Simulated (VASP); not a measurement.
Input of a VASP 6.6.1 run:

File INCAR:

```
SYSTEM = Yb
ALGO     = Normal         ! electronic algorithm
EDIFF    = 1E-6           ! SCF threshold, eV
ENCUT    = 520            ! plane-wave cutoff, eV
GGA      = RE             ! functional
ISIF     = 2              ! what is computed and relaxed
ISMEAR   = -1             ! smearing method
LASPH    = .TRUE.         ! aspherical terms in the spheres
LCHARG   = .FALSE.        ! write CHGCAR
LREAL    = .FALSE.        ! projectors in reciprocal space
LWAVE    = .FALSE.        ! write WAVECAR
NBANDS   = 18             ! bands
NELM     = 60             ! most SCF steps
PREC     = Accurate       ! precision mode
SIGMA    = 0.1            ! smearing width, eV
```

Contents of KPOINTS:

```
k-points
0
G
  10 10 10
  0 0 0
```

Contents of POSCAR:

```
Yb
1.0
    3.4362017842      0.0000000000      0.0000000000
    0.0000000000      3.4362017842      0.0000000000
    0.0000000000      0.0000000000      3.4362017842
Yb
1
Direct
    0.0000000000      0.0000000000      0.0000000000
```

Potentials or basis: VASP PAW PBE potentials, release 64 (Yb).

Launch:

```bash
$ cat potpaw_PBE.64/Yb/POTCAR > POTCAR
$ mpirun -np 1 vasp_std > vasp.out
```

Q: Estimate the pressure.

A: 0.6 GPa.

Q: Estimate the band gap on the k mesh.

A: Zero (band 12 reaches 1.65 eV, above the bottom of band 13 at 0.83 eV).

Caveat: the PAW data sets were made with another functional, which shifts forces and pressure a little; spin-orbit coupling is left out, which moves the levels of the heavy elements. Spin polarisation is off, so any magnetic state and its effect on volume and gap are missing.
